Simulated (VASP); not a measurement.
# HfN (Fm-3m) in VASP: settings compared

The runs below take HfN through single point, with PBE+D3(BJ), PBEsol+D3(BJ).

Everything below comes from runs of VASP 6.6.1. Logs are shortened: lines on timing, memory, paths and dates and some standing lists are left out, and cuts for length are marked.

## 1. The cell of the first run

It takes space group Fm-3m (No. 225, cubic). The conventional cell has a = 4.517 Å, b = 4.517 Å, c = 4.517 Å, α = 90.00°, β = 90.00°, γ = 90.00°. Within 3.0 Å of Hf (site symmetry m-3m) lie 6 N at 2.26 Å. N (site symmetry m-3m) has 6 Hf at 2.26 Å within 3.0 Å.

## 2. Single point, PBE+D3(BJ)

INCAR reads:

```
PREC     = Accurate       # precision mode
ENCUT    = 520            # plane-wave cutoff, eV
EDIFF    = 1E-6           # SCF threshold, eV
ISMEAR   = 0              # smearing method
SIGMA    = 0.1            # smearing width, eV
LREAL    = F              # projectors in reciprocal space
LASPH    = T              # aspherical terms in the spheres
NELM     = 100            # most SCF steps
ALGO     = Normal         # electronic algorithm
ISIF     = 2              # what is computed and relaxed
LWAVE    = F              # write WAVECAR
LCHARG   = F              # write CHGCAR
GGA      = PE             # functional
IVDW     = 12             # dispersion correction
NBANDS   = 14             # bands
```

KPOINTS reads:

```
regular mesh
0
Gamma
  16 16 16
```

POSCAR reads:

```
HfN
1.0
    0.0000000000      2.2584325441      2.2584325441
    2.2584325441      0.0000000000      2.2584325441
    2.2584325441      2.2584325441      0.0000000000
Hf N
1 1
Direct
    0.0000000000      0.0000000000      0.0000000000
    0.5000000000      0.5000000000      0.5000000000
```

Potentials or basis: VASP PAW PBE potentials, release 64 (Hf_pv, N).

Run with:

```bash
$ cat potpaw_PBE.64/Hf_pv/POTCAR potpaw_PBE.64/N/POTCAR > POTCAR
$ mpirun -np 1 vasp_std > vasp.out
```

OUTCAR:

```text
PREC = Accurate
   ENCUT = 520
   EDIFF = 1E-6
   ISMEAR = 0
   LREAL = F
   LASPH = T
   NELM = 100
   ISIF = 2
   GGA = PE
   IVDW = 12
 IVDW          = 12

 ion  position               nearest neighbor table
   1  0.000  0.000  0.000-   2 2.26   2 2.26   2 2.26   2 2.26   2 2.26   2 2.26
   2  0.500  0.500  0.500-   1 2.26   1 2.26   1 2.26   1 2.26   1 2.26   1 2.26

  LATTYP: Found a face centered cubic cell.
 ALAT       =     4.5168650882

  Lattice vectors:

 A1 = (   0.0000000000,   2.2584325441,   2.2584325441)
 A2 = (   2.2584325441,   0.0000000000,   2.2584325441)
 A3 = (   2.2584325441,   2.2584325441,   0.0000000000)

Analysis of symmetry for initial positions (statically):
=====================================================================
 Subroutine PRICEL returns:
 Original cell was already a primitive cell.

 Routine SETGRP: Setting up the symmetry group for a
 face centered cubic supercell.

 Subroutine GETGRP returns: Found 48 space group operations
 (whereof 48 operations were pure point group operations)
 out of a pool of 48 trial point group operations.

The static configuration has the point symmetry O_h .

Analysis of symmetry for dynamics (positions and initial velocities):
=====================================================================
 Subroutine PRICEL returns:
 Original cell was already a primitive cell.

 Routine SETGRP: Setting up the symmetry group for a
 face centered cubic supercell.

 Subroutine GETGRP returns: Found 48 space group operations
 (whereof 48 operations were pure point group operations)
 out of a pool of 48 trial point group operations.

The dynamic configuration has the point symmetry O_h .

 Subroutine INISYM returns: Found 48 space group operations
 (whereof 48 operations are pure point group operations),
 and found     1 'primitive' translations

----------------------------------------------------------------------------------------

                                     Primitive cell

  volume of cell :      23.0383

  direct lattice vectors                    reciprocal lattice vectors
     0.000000000  2.258432544  2.258432544    -0.221392488  0.221392488  0.221392488
     2.258432544  0.000000000  2.258432544     0.221392488 -0.221392488  0.221392488
     2.258432544  2.258432544  0.000000000     0.221392488  0.221392488 -0.221392488

  length of vectors
     3.193905934  3.193905934  3.193905934     0.383463038  0.383463038  0.383463038

  position of ions in fractional coordinates (direct lattice)
[... 90 lines left out ...]
   NELECT =      15.0000    total number of electrons
   NUPDOWN=      -1.0000    fix difference up-down
   EMIN   =  10.00;   EMAX   =-10.00  energy-range for DOS
   EFERMI =   0.00;   METHOD = LEGACY
   ISMEAR =     0;   SIGMA  =   0.10  broadening in eV -4-tet -1-fermi 0-gaus
   EFERMI_NEDOS =   21; number of points for ismear=-14 and -15
   IALGO  =     38    algorithm
   IMIX   =      4    mixing-type and parameters
     AMIX     =   0.40;   BMIX     =  1.00
     AMIX_MAG =   1.60;   BMIX_MAG =  1.00
  volume/ion in A,a.u.               =      11.52        77.74
  Fermi-wavevector in a.u.,A,eV,Ry     =   1.418910  2.681351 27.392679  2.013305
  Thomas-Fermi vector in A             =   2.539986
   LORBIT       =      0    0 simple, 1 ext, 2 COOP (PROOUT), +10 PAW based schemes
   GGA     = PE    functional components
   LHFCALC =     F    Hartree Fock is set to
   AEXX    =    0.0000 exact exchange contribution
   IVDW    =    12    specifies the selected vdW correction
   LEPSILON=     F    determine dielectric tensor
   LRPA    =     F    only Hartree local field effects (RPA)
 non-spin polarized calculation
 Gauss-broadening in eV      SIGMA  =   0.10
  energy-cutoff  :      520.00
  volume of cell :       23.04
 maximum number of plane-waves:       636
   NGX = 11   NGY = 11   NGZ = 11

 number of electron      15.0000000 magnetization

 Free energy of the ion-electron system (eV)
  ---------------------------------------------------
  ext. energy  EPLUGINS =         0.00000000
  ---------------------------------------------------
  free energy    TOTEN  =       -21.75723993 eV

  energy without entropy =      -21.75430927  energy(sigma->0) =      -21.75577460

 E-fermi :   8.3932     XC(G=0): -12.7364

 val. band max:        8.3931167072   @ k =  -0.1250   0.0625   0.0000
 cond. band min:       8.3977166152   @ k =   0.3750   0.1250   0.0000
 fundamental gap:      0.0045999079
 Fermi energy:         8.3932321470

 k-point     1 :       0.0000    0.0000    0.0000
  band No.  band energies     occupation
      1     -22.7585      2.00000
      2     -22.7585      2.00000
      3     -22.7585      2.00000
      4      -9.1229      2.00000
      5       5.3628      2.00000
      6       5.3628      2.00000
      7       5.3628      2.00000
      8       8.0449      2.00000
      9       8.0449      2.00000
     10       8.0449      2.00000
     11      10.1955      0.00000
     12      10.3625      0.00000
     13      10.3625      0.00000
     14      17.9581      0.00000
[... 377 lines left out ...]
      1     -22.8547      2.00000
      2     -22.7826      2.00000
      3     -22.7604      2.00000
      4      -8.8872      2.00000
      5       4.3453      2.00000
      6       4.7002      2.00000
      7       5.0137      2.00000
      8       8.2077      1.99131
      9       8.2192      1.98614
     10       8.6585      0.00018
     11      10.4517      0.00000
     12      11.2428      0.00000
     13      11.3975      0.00000
     14      18.7547      0.00000

 [... further k-points ...]

------------------------ aborting loop because EDIFF is reached ----------------------------------------

 Edisp (eV)   -0.77299

 E8    (eV) :    -0.3626

  FORCE on cell =-STRESS in cart. coord.  units (eV):
  Direction    XX          YY          ZZ          XY          YZ          ZX
  --------------------------------------------------------------------------------------
  -------------------------------------------------------------------------------------
  Total      -0.34651    -0.34651    -0.34651     0.00000     0.00000     0.00000
  in kB     -24.09773   -24.09773   -24.09773     0.00000     0.00000     0.00000
  external pressure =      -24.10 kB  Pullay stress =        0.00 kB

 VOLUME and BASIS-vectors are now :
 -----------------------------------------------------------------------------
  energy-cutoff  :      520.00
  volume of cell :       23.04
      direct lattice vectors                 reciprocal lattice vectors
     0.000000000  2.258432544  2.258432544    -0.221392488  0.221392488  0.221392488
     2.258432544  0.000000000  2.258432544     0.221392488 -0.221392488  0.221392488
     2.258432544  2.258432544  0.000000000     0.221392488  0.221392488 -0.221392488

 POSITION                                       TOTAL-FORCE (eV/Angst)
 -----------------------------------------------------------------------------------
      0.00000      0.00000      0.00000        -0.000000      0.000000     -0.000000
      2.25843      2.25843      2.25843         0.000000     -0.000000      0.000000
 -----------------------------------------------------------------------------------
    total drift:                                0.000000     -0.000000     -0.000000

  FREE ENERGIE OF THE ION-ELECTRON SYSTEM (eV)
  ---------------------------------------------------
  free  energy   TOTEN  =       -22.5302331772 eV

  energy  without entropy=      -22.5273025147  energy(sigma->0) =      -22.52876785
```

OSZICAR:

```text
N       E                     dE             d eps       ncg     rms          rms(c)
DAV:   1     0.407583576683E+02    0.40758E+02   -0.77716E+03  4060   0.101E+03
DAV:   2    -0.226103300428E+02   -0.63369E+02   -0.59146E+02  5424   0.239E+02
DAV:   3    -0.247514181789E+02   -0.21411E+01   -0.21328E+01  4690   0.361E+01
DAV:   4    -0.247591831111E+02   -0.77649E-02   -0.77638E-02  4816   0.257E+00
DAV:   5    -0.247592308460E+02   -0.47735E-04   -0.47735E-04  4698   0.173E-01    0.491E+01
DAV:   6    -0.218607448247E+02    0.28985E+01   -0.82175E+00  4480   0.221E+01    0.417E+01
DAV:   7    -0.217845262255E+02    0.76219E-01   -0.45482E-01  5110   0.601E+00    0.266E+01
DAV:   8    -0.217629927474E+02    0.21533E-01   -0.10700E-01  4702   0.283E+00    0.603E+00
DAV:   9    -0.217573625037E+02    0.56302E-02   -0.15759E-02  4576   0.101E+00    0.198E+00
DAV:  10    -0.217572733848E+02    0.89119E-04   -0.10869E-03  5382   0.319E-01    0.443E-01
DAV:  11    -0.217572421272E+02    0.31258E-04   -0.72337E-05  4930   0.848E-02    0.111E-01
DAV:  12    -0.217572401761E+02    0.19511E-05   -0.77763E-06  5378   0.237E-02    0.186E-02
DAV:  13    -0.217572399349E+02    0.24118E-06   -0.20691E-07  2846   0.474E-03
   1 F= -.22530233E+02 E0= -.22528768E+02  d E =-.293066E-02
```

stdout:

```text
POSCAR found type information on POSCAR HfN
 POSCAR found :  2 types and       2 ions
 scaLAPACK will be used
 LDA part: xc-table for (Slater+PW92), standard interpolation
 POSCAR, INCAR and KPOINTS ok, starting setup
 FFT: planning ... GRIDC
 FFT: planning ... GRID_SOFT
 FFT: planning ... GRID
 WAVECAR not read
 entering main loop
```

Wall time 28 s (1 thread of Intel Xeon Platinum 8375C at 2.90GHz (Ice Lake), shared host); peak memory 0.18 GiB.

Results:

```
Free energy                : -22.5302 eV
Pressure                   : -2.4 GPa
Dispersion energy per atom : -0.386 eV
```

Caveat: spin-orbit coupling is left out, which moves the levels of the heavy elements; pairwise dispersion overbinds metals, which lowers pressure and volume.

## 3. Single point, PBE+D3(BJ)

INCAR reads:

```
  ALGO = Normal
  EDIFF = 1E-6
  ENCUT = 600
  GGA = PE
  GGA_COMPAT = F
  ISIF = 2
  ISMEAR = 0
  IVDW = 12
  LASPH = T
  LCHARG = T
  LELF = T
  LREAL = F
  LVHAR = T
  LWAVE = F
  NBANDS = 14
  NELM = 120
  PREC = Accurate
  SIGMA = 0.1
```

KPOINTS reads:

```
k-points
0
Gamma
  8 8 8
```

POSCAR reads:

```
HfN
1.0
    0.0000000000      2.2590000000      2.2590000000
    2.2590000000      0.0000000000      2.2590000000
    2.2590000000      2.2590000000      0.0000000000
Hf N
1 1
Direct
    0.0000000000      0.0000000000      0.0000000000
    0.5000000000      0.5000000000      0.5000000000
```

Potentials or basis: VASP PAW PBE potentials, release 64 (Hf_pv, N).

Run with:

```bash
$ cat potpaw_PBE.64/Hf_pv/POTCAR potpaw_PBE.64/N/POTCAR > POTCAR
$ mpirun -np 1 vasp_std > vasp.out
```

It took 31 s on 1 thread of Intel Xeon 8259CL, shared host; peak memory 0.17 GiB.

Results (log left out):

```
Free energy                : -22.5158 eV
Pressure                   : -2.5 GPa
Dispersion energy per atom : -0.386 eV
```

Levels at points of the mesh, in eV from the Fermi level:
```tsv
k point	band 5	band 6	band 7	band 8	band 9	band 10	band 11	band 12
(0.00, 0.00, 0.00)	-3.01	-3.01	-3.01	-0.34	-0.34	-0.34	1.81	1.97
(0.50, 0.00, 0.00)	-8.88	-6.17	-6.17	3.28	3.71	3.71	4.43	8.84
(0.50, 0.50, 0.00)	-5.40	-3.81	-3.68	-3.68	4.10	5.52	5.52	5.60
```

Caveat: spin-orbit coupling is left out, which moves the levels of the heavy elements; pairwise dispersion overbinds metals, which lowers pressure and volume.

## 4. Single point, PBEsol+D3(BJ)

INCAR reads:

```
ALGO = Normal
EDIFF = 1E-6
ENCUT = 600
GGA = PS
GGA_COMPAT = F
ISIF = 2
ISMEAR = 0
IVDW = 12
LASPH = T
LCHARG = F
LREAL = F
LWAVE = F
NBANDS = 14
NELM = 120
PREC = Accurate
SIGMA = 0.1
```

KPOINTS reads:

```
k-points
0
Gamma
  16 16 16
```

POSCAR reads:

```
HfN
1.0
    0.0000000000      2.2584325442      2.2584325442
    2.2584325442      0.0000000000      2.2584325442
    2.2584325442      2.2584325442      0.0000000000
Hf N
1 1
Direct
    0.0000000000      0.0000000000      0.0000000000
    0.5000000000      0.5000000000      0.5000000000
```

Run with:

```bash
$ cat potpaw_PBE.64/Hf_pv/POTCAR potpaw_PBE.64/N/POTCAR > POTCAR
$ mpirun -np 1 vasp_std > vasp.out
```

Wall time 1.7 min (1 thread of Intel Xeon 8259CL, shared host); peak memory 0.21 GiB.

Results (log left out):

```yaml
Free_energy: -23.7687 eV
Pressure: -10.6 GPa
Dispersion_energy_per_atom: -0.388 eV
```

Levels at points of the mesh, in eV from the Fermi level:
```tsv
k point	band 6	band 7	band 8	band 9	band 10	band 11
(0.00, 0.00, 0.00)	-2.98	-2.98	-0.36	-0.36	-0.36	1.83
(0.50, 0.00, 0.00)	-6.17	-6.17	3.31	3.72	3.72	4.42
(0.50, 0.50, 0.00)	-3.84	-3.65	-3.65	4.10	5.56	5.56
```

Caveat: the PAW data sets were made with another functional, which shifts forces and pressure a little; spin-orbit coupling is left out, which moves the levels of the heavy elements; pairwise dispersion overbinds metals, which lowers pressure and volume.

## 5. Overview

```tsv
level	cell	k mesh	cutoff (eV)	gap on the mesh (eV)	pressure (GPa)
PBE+D3(BJ)	a = 3.194 Å, angles 60.0°, 2 atoms	16 × 16 × 16	520	none	-2.4
PBE+D3(BJ)	a = 3.195 Å, angles 60.0°, 2 atoms	8 × 8 × 8	600	none	-2.5
PBEsol+D3(BJ)	a = 3.194 Å, angles 60.0°, 2 atoms	16 × 16 × 16	600	none	-10.6
```

Alike in all rows: task single point; potentials or basis VASP PAW PBE potentials, release 64 (Hf_pv, N); no spin polarisation; smearing gaussian 0.1 eV.

Every run on the cell as given and a fine mesh finds a metal. The pressure there spans -10.6 GPa (PBEsol+D3(BJ)) to -2.4 GPa (PBE+D3(BJ)); a positive pressure means that this level wants a larger cell, a negative one a smaller.

Caveats: spin-orbit coupling is left out, which moves the levels of the heavy elements; pairwise dispersion overbinds metals, which lowers pressure and volume; the PAW data sets were made with another functional, which shifts forces and pressure a little (some runs).

Absolute energies hang on the potentials; compare differences alone.
